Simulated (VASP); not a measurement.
# Ti2O3 (R-3c) in VASP: single point with PBEsol

Aim: the single point of Ti2O3 with PBEsol.

All numbers are computed with VASP 6.6.1; they aren't measurements. Logs are shortened: lines on timing, memory, paths and dates and some standing lists are left out, and cuts for length are marked.

**Measured values to compare with.**

“The c-axis dimer and its electronic break-up: the insulator-to-metal transition in Ti2O3”, 2017, arxiv:1710.08771 quotes, for a bulk crystal of Ti2O3: band gap 0.2 eV (optical).

The runs below are set against these values where they give the same quantity.

## 1. The cell of the first run

Symmetry: R-3c, No. 167, trigonal system. Conventional cell: a = 5.040 Å, b = 5.040 Å, c = 13.876 Å, α = 90.00°, β = 90.00°, γ = 120.00°. Ti (site symmetry 3) has 6 O at 2.00 to 2.05 Å within 2.6 Å. Within 2.6 Å of O (site symmetry 2) lie 4 Ti at 2.00 to 2.05 Å.

## 2. Single point, PBEsol

Input file INCAR:

```
PREC = Accurate ; ENCUT = 520
EDIFF = 1E-6 ; ISMEAR = 0
SIGMA = 0.1 ; LREAL = False
LASPH = True ; NELM = 100
ALGO = Normal ; ISIF = 2
LWAVE = False ; LCHARG = False
GGA = PS ; NBANDS = 53
```

Input file KPOINTS:

```
regular mesh
0
Gamma
  9 9 9
```

Input file POSCAR:

```
Ti2O3
1.0
    2.5197817670      1.4547966815      4.6253897484
   -2.5197817670      1.4547966815      4.6253897484
    0.0000000000     -2.9095933630      4.6253897484
Ti O
4 6
Direct
    0.3454073468      0.3454073468      0.3454073468
    0.1545926532      0.1545926532      0.1545926532
    0.6545926532      0.6545926532      0.6545926532
    0.8454073468      0.8454073468      0.8454073468
    0.5617720579      0.9382279421      0.2500000000
    0.2500000000      0.5617720579      0.9382279421
    0.9382279421      0.2500000000      0.5617720579
    0.4382279421      0.0617720579      0.7500000000
    0.7500000000      0.4382279421      0.0617720579
    0.0617720579      0.7500000000      0.4382279421
```

Potentials or basis: VASP PAW PBE potentials, release 64 (Ti_sv, O).

On the command line:

```
> cat potpaw_PBE.64/Ti_sv/POTCAR potpaw_PBE.64/O/POTCAR > POTCAR
> mpirun -np 1 vasp_std > vasp.out
```

OUTCAR:

```text
PREC = Accurate
   ENCUT = 520
   EDIFF = 1E-6
   ISMEAR = 0
   LREAL = False
   LASPH = True
   NELM = 100
   ISIF = 2
   GGA = PS

 ion  position               nearest neighbor table
   1  0.345  0.345  0.345-  10 2.00   8 2.00   9 2.00   5 2.05   7 2.05   6 2.05   2 2.65
   2  0.155  0.155  0.155-   9 2.00   8 2.00  10 2.00   5 2.05   7 2.05   6 2.05   1 2.65
   3  0.655  0.655  0.655-   7 2.00   5 2.00   6 2.00   8 2.05   9 2.05  10 2.05   4 2.65
   4  0.845  0.845  0.845-   6 2.00   5 2.00   7 2.00   8 2.05   9 2.05  10 2.05   3 2.65
   5  0.562  0.938  0.250-   3 2.00   4 2.00   1 2.05   2 2.05
   6  0.250  0.562  0.938-   4 2.00   3 2.00   1 2.05   2 2.05
   7  0.938  0.250  0.562-   3 2.00   4 2.00   1 2.05   2 2.05
   8  0.438  0.062  0.750-   1 2.00   2 2.00   3 2.05   4 2.05
   9  0.750  0.438  0.062-   2 2.00   1 2.00   3 2.05   4 2.05
  10  0.062  0.750  0.438-   1 2.00   2 2.00   3 2.05   4 2.05

  LATTYP: Found a trigonal (rhomboedric) cell.
 ALAT       =     5.4644271303
 COS(alpha) =     0.5747282091

  Lattice vectors:

 A1 = (   2.5197817670,   1.4547966815,   4.6253897484)
 A2 = (  -2.5197817670,   1.4547966815,   4.6253897484)
 A3 = (   0.0000000000,  -2.9095933630,   4.6253897484)

Analysis of symmetry for initial positions (statically):
=====================================================================
 Subroutine PRICEL returns:
 Original cell was already a primitive cell.

 Routine SETGRP: Setting up the symmetry group for a
 trigonal (rhombohedral) supercell.

 Subroutine GETGRP returns: Found 12 space group operations
 (whereof  6 operations were pure point group operations)
 out of a pool of 12 trial point group operations.

The static configuration has the point symmetry S_6 .
 The point group associated with its full space group is D_3d.

Analysis of symmetry for dynamics (positions and initial velocities):
=====================================================================
 Subroutine PRICEL returns:
 Original cell was already a primitive cell.

 Routine SETGRP: Setting up the symmetry group for a
 trigonal (rhombohedral) supercell.

 Subroutine GETGRP returns: Found 12 space group operations
 (whereof  6 operations were pure point group operations)
 out of a pool of 12 trial point group operations.

The dynamic configuration has the point symmetry S_6 .
 The point group associated with its full space group is D_3d.

 Subroutine INISYM returns: Found 12 space group operations
 (whereof  6 operations are pure point group operations),
 and found     1 'primitive' translations

----------------------------------------------------------------------------------------

                                     Primitive cell

  volume of cell :     101.7337

  direct lattice vectors                    reciprocal lattice vectors
     2.519781767  1.454796681  4.625389748     0.198429883  0.114563546  0.072065999
    -2.519781767  1.454796681  4.625389748    -0.198429883  0.114563546  0.072065999
     0.000000000 -2.909593363  4.625389748     0.000000000 -0.229127092  0.072065999

  length of vectors
     5.464427130  5.464427130  5.464427130     0.240193115  0.240193115  0.240193115

  position of ions in fractional coordinates (direct lattice)
     0.345407347  0.345407347  0.345407347
     0.154592653  0.154592653  0.154592653
     0.654592653  0.654592653  0.654592653
     0.845407347  0.845407347  0.845407347
     0.561772058  0.938227942  0.250000000
     0.250000000  0.561772058  0.938227942
     0.938227942  0.250000000  0.561772058
     0.438227942  0.061772058  0.750000000
     0.750000000  0.438227942  0.061772058
     0.061772058  0.750000000  0.438227942

  ion indices of the primitive-cell ions
   primitive index   ion index
                 1           1
                 2           2
                 3           3
                 4           4
                 5           5
                 6           6
                 7           7
                 8           8
                 9           9
                10          10

----------------------------------------------------------------------------------------

 KPOINTS: regular mesh

Automatic generation of k-mesh.
 Grid dimensions read from file:
 generate k-points for:    9    9    9

 Generating k-lattice:

  Cartesian coordinates                     Fractional coordinates (reciprocal lattice)
     0.022047765  0.012729283  0.008007333     0.111111111 -0.000000000  0.000000000
    -0.022047765  0.012729283  0.008007333    -0.000000000  0.111111111  0.000000000
     0.000000000 -0.025458566  0.008007333     0.000000000  0.000000000  0.111111111

  Length of vectors
     0.026688124  0.026688124  0.026688124

  Shift w.r.t. Gamma in fractional coordinates (k-lattice)
     0.000000000  0.000000000  0.000000000

 Subroutine IBZKPT returns following result:
 ===========================================

 Found     85 irreducible k-points:

 Following reciprocal coordinates:
            Coordinates               Weight
  0.000000  0.000000  0.000000      1.000000
  0.111111 -0.000000 -0.000000      6.000000
  0.222222  0.000000  0.000000      6.000000
  0.333333 -0.000000  0.000000      6.000000
  0.444444  0.000000  0.000000      6.000000
  0.111111  0.111111  0.000000      6.000000
[... 16 lines left out ...]
 -0.333333  0.333333  0.000000      6.000000
  0.444444  0.444444  0.000000      6.000000
 [... further k-points ...]
   k-points           NKPTS =     85   k-points in BZ     NKDIM =     85   number of bands    NBANDS=     53
   number of dos      NEDOS =    301   number of ions     NIONS =     10
   total plane-waves  NPLWV =  74088
   dimension x,y,z NGX =    42 NGY =   42 NGZ =   42
   dimension x,y,z NGXF=    84 NGYF=   84 NGZF=   84
   ions per type =               4   6
   NGX,Y,Z   is equivalent  to a cutoff of  12.78, 12.78, 12.78 a.u.
   NGXF,Y,Z  is equivalent  to a cutoff of  25.56, 25.56, 25.56 a.u.
 SYSTEM =  unknown system
   PREC   = accura    normal or accurate (medium, high low for compatibility)
   ISTART =      0    job   : 0-new  1-cont  2-samecut
   ICHARG =      2    charge: 1-file 2-atom 10-const
   ISPIN  =      1    spin polarized calculation?
   LNONCOLLINEAR =      F non collinear calculations
   LSORBIT =      F    spin-orbit coupling
   LASPH  =      T    aspherical Exc in radial PAW
   ENCUT  =  520.0 eV  38.22 Ry    6.18 a.u.  10.16 10.16 10.16*2*pi/ulx,y,z
   NELM   =    100;   NELMIN=  2; NELMDL= -5     # of ELM steps
   EDIFF  = 0.1E-05   stopping-criterion for ELM
   LREAL  =      F    real-space projection
   EDIFFG = 0.1E-04   stopping-criterion for IOM
   NSW    =      0    number of steps for IOM
   IBRION =     -1    ionic relax: 0-MD 1-quasi-New 2-CG
   NFREE  =      0    steps in history (QN), initial steepest desc. (CG)
   ISIF   =      2    stress and relaxation
   ISYM   =      2    0-nonsym 1-usesym 2-fastsym
   POTIM  = 0.5000    time-step for ionic-motion
   TEBEG  =    0.0;   TEEND  =   0.0 temperature during run
   PSTRESS=    0.0 pullay stress
   NELECT =      84.0000    total number of electrons
   NUPDOWN=      -1.0000    fix difference up-down
   EMIN   =  10.00;   EMAX   =-10.00  energy-range for DOS
   EFERMI =   0.00;   METHOD = LEGACY
   ISMEAR =     0;   SIGMA  =   0.10  broadening in eV -4-tet -1-fermi 0-gaus
   EFERMI_NEDOS =   21; number of points for ismear=-14 and -15
   IALGO  =     38    algorithm
   IMIX   =      4    mixing-type and parameters
     AMIX     =   0.40;   BMIX     =  1.00
     AMIX_MAG =   1.60;   BMIX_MAG =  1.00
  volume/ion in A,a.u.               =      10.17        68.65
  Fermi-wavevector in a.u.,A,eV,Ry     =   1.535841  2.902319 32.093535  2.358808
  Thomas-Fermi vector in A             =   2.642573
   LORBIT       =      0    0 simple, 1 ext, 2 COOP (PROOUT), +10 PAW based schemes
   GGA     = PS    functional components
   LHFCALC =     F    Hartree Fock is set to
   AEXX    =    0.0000 exact exchange contribution
   IVDW    =     0    specifies the selected vdW correction
   LEPSILON=     F    determine dielectric tensor
   LRPA    =     F    only Hartree local field effects (RPA)
 non-spin polarized calculation
 Gauss-broadening in eV      SIGMA  =   0.10
  energy-cutoff  :      520.00
  volume of cell :      101.73
 maximum number of plane-waves:      2768
 NGX is ok and might be reduce to    42
   NGX = 21   NGY = 21   NGZ = 21

 number of electron      83.9999999 magnetization

 Free energy of the ion-electron system (eV)
  ---------------------------------------------------
  ext. energy  EPLUGINS =         0.00000000
  ---------------------------------------------------
  free energy    TOTEN  =       -94.58247913 eV

  energy without entropy =      -94.56088173  energy(sigma->0) =      -94.57168043

 E-fermi :   8.9611     XC(G=0): -12.1497

 val. band max:        8.9415921191   @ k =   0.3333   0.2222   0.2222
 cond. band min:       8.9623785616   @ k =  -0.4444   0.4444   0.3333
 fundamental gap:      0.0207864425
 Fermi energy:         8.9611231146

 k-point     1 :       0.0000    0.0000    0.0000
  band No.  band energies     occupation
      1     -49.1744      2.00000
      2     -49.0975      2.00000
      3     -49.0924      2.00000
      4     -49.0332      2.00000
      5     -25.8291      2.00000
      6     -25.8291      2.00000
[... 45 lines left out ...]
     52      11.1738      0.00000
     53      11.7537      0.00000

 k-point     2 :       0.1111   -0.0000   -0.0000
  band No.  band energies     occupation
      1     -49.1719      2.00000
      2     -49.1004      2.00000
      3     -49.0900      2.00000
      4     -49.0351      2.00000
      5     -25.8375      2.00000
      6     -25.8275      2.00000
[... 45 lines left out ...]
     52      11.1566      0.00000
     53      11.7263      0.00000

 k-point     3 :       0.2222    0.0000    0.0000
  band No.  band energies     occupation
      1     -49.1649      2.00000
      2     -49.1071      2.00000
      3     -49.0849      2.00000
      4     -49.0407      2.00000
      5     -25.8366      2.00000
      6     -25.8234      2.00000
[... 45 lines left out ...]
     52      11.0925      0.00000
     53      11.7202      0.00000
[... 1065 lines left out ...]
 k-point    23 :      -0.3333    0.3333    0.0000
  band No.  band energies     occupation
      1     -49.1320      2.00000
      2     -49.1319      2.00000
      3     -49.0671      2.00000
      4     -49.0670      2.00000
      5     -25.8456      2.00000
      6     -25.8347      2.00000
[... 45 lines left out ...]
     52      10.7788      0.00000
     53      11.5705      0.00000

 k-point    24 :       0.4444    0.4444    0.0000
  band No.  band energies     occupation
      1     -49.1445      2.00000
      2     -49.1174      2.00000
      3     -49.0784      2.00000
      4     -49.0576      2.00000
      5     -25.9136      2.00000
      6     -25.7869      2.00000
[... 45 lines left out ...]
     52      10.9361      0.00000
     53      11.5957      0.00000

 [... further k-points ...]
[... 5 lines left out ...]
  --------------------------------------------------------------------------------------
  -------------------------------------------------------------------------------------
  Total        0.4261014      0.4261014      0.4749480      0.0000000      0.0000000      0.0000000
  in kB        6.7105602      6.7105602      7.4798324      0.0000000      0.0000000      0.0000000
  external PRESSURE =       6.9669843 kB  Pullay stress =       0.0000000 kB

 VOLUME and BASIS-vectors are now :
 -----------------------------------------------------------------------------
  energy-cutoff  :      520.00
  volume of cell :      101.73
      direct lattice vectors                 reciprocal lattice vectors
     2.519781767  1.454796681  4.625389748     0.198429883  0.114563546  0.072065999
    -2.519781767  1.454796681  4.625389748    -0.198429883  0.114563546  0.072065999
     0.000000000 -2.909593363  4.625389748     0.000000000 -0.229127092  0.072065999

 POSITION                                       TOTAL-FORCE (eV/Angst)
 -----------------------------------------------------------------------------------
      0.00000      0.00000      4.79293         0.000000      0.000000      0.032515
      0.00000      0.00000      2.14515         0.000000      0.000000     -0.032515
      0.00000      0.00000      9.08324         0.000000      0.000000     -0.032515
      0.00000      0.00000     11.73102         0.000000      0.000000      0.032515
     -0.94859      1.45480      8.09443         0.011841      0.000000      0.000000
     -0.78560     -1.54890      8.09443        -0.005921      0.010255      0.000000
      1.73418      0.09410      8.09443        -0.005921     -0.010255      0.000000
      0.94859     -1.45480      5.78174        -0.011841      0.000000      0.000000
      0.78560      1.54890      5.78174         0.005921     -0.010255      0.000000
     -1.73418     -0.09410      5.78174         0.005921      0.010255      0.000000
 -----------------------------------------------------------------------------------
    total drift:                                0.000000     -0.000000      0.000000

  FREE ENERGIE OF THE ION-ELECTRON SYSTEM (eV)
  ---------------------------------------------------
  free  energy   TOTEN  =       -94.5824791307 eV

  energy  without entropy=      -94.5608817327  energy(sigma->0) =      -94.57168043
```

It took 5.5 min on 1 thread of Intel Xeon 6975P-C (Granite Rapids), shared host; peak memory 0.47 GiB.

What came out:

```yaml
Free_energy: -94.5825 eV
Pressure: 0.7 GPa
Largest_force: 0.033 eV/Å
Band_gap_on_the_k_mesh: zero (band 42 reaches 9.45 eV, above the bottom of band 43 at 8.88 eV)
```

Forces on the atoms (eV/Å):
```
Ti   0.000  0.000  0.033
Ti   0.000  0.000 -0.033
Ti   0.000  0.000 -0.033
Ti   0.000  0.000  0.033
O    0.012  0.000  0.000
O   -0.006  0.010  0.000
O   -0.006 -0.010  0.000
O   -0.012  0.000  0.000
O    0.006 -0.010  0.000
O    0.006  0.010  0.000
```

Levels at points of the mesh, in eV from the Fermi level:
| k point | band 38 | band 39 | band 40 | band 41 | band 42 | band 43 | band 44 | band 45 | band 46 | band 47 |
| --- | --- | --- | --- | --- | --- | --- | --- | --- | --- | --- |
| (0.00, 0.00, 0.00) | -4.12 | -4.12 | -4.09 | -0.85 | -0.08 | -0.08 | 0.47 | 0.47 | 0.49 | 0.49 |

Caveat: the PAW data sets were made with another functional, which shifts forces and pressure a little; semilocal functionals often make such compounds metallic where correlation or magnetic order opens a gap, which also shifts bond lengths.

## 3. Against experiment

Step 2. A measured gap of Ti2O3 is 0.2 eV (optical; quoted in “The c-axis dimer and its electronic break-up: the insulator-to-metal transition in Ti2O3”, 2017, arxiv:1710.08771); the calculated 0.00 eV misses it by -0.20 eV. The value is that of PBEsol on a finite k mesh, which can miss the band edges, without temperature or zero-point motion. Semilocal functionals fall short of measured gaps as a rule.
